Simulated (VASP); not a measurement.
Cd: single point with LDA

Crystal: Cd.

```
Cd
1.0
     3.03729    0.00000    0.00000
    -1.51865    2.63037    0.00000
     0.00000    0.00000    5.72783
Cd
2
Direct
  0.66667 0.33333 0.75000
  0.33333 0.66667 0.25000
```

This cell differs from its parent crystal: volume scaled by 1.06.

```json
{
 "Program": "VASP 6.6.1",
 "Task": "single point",
 "Functional": "LDA",
 "Potentials or basis": "VASP PAW LDA potentials, release 64 (Cd)",
 "Cutoff": "520 eV",
 "k mesh": "10 × 10 × 5",
 "Occupations": "fermi-dirac, width 0.05 eV",
 "Spin": "no spin polarisation"
}
```

```
Pressure               : -6.3 GPa
Band gap on the k mesh : zero (band 12 reaches 3.24 eV, above the bottom of band 13 at -0.46 eV)
```

Stress tensor (GPa, compression positive):
```
-6.80  0.00  0.00
 0.00 -6.80  0.00
 0.00  0.00 -5.35
```

Levels at points of the mesh, in eV from the Fermi level:
```tsv
k point	band 9	band 10	band 11	band 12	band 13	band 14	band 15	band 16
(0.00, 0.00, 0.00)	-8.39	-8.25	-8.25	-3.00	-2.66	10.27	14.23	14.23
(0.50, 0.00, 0.00)	-8.01	-7.99	-2.08	-1.75	1.93	2.88	3.07	5.26
```

Wall time 18 s on 1 thread of AMD EPYC 9R14 (Zen 4) (shared host), peak memory 0.13 GiB.
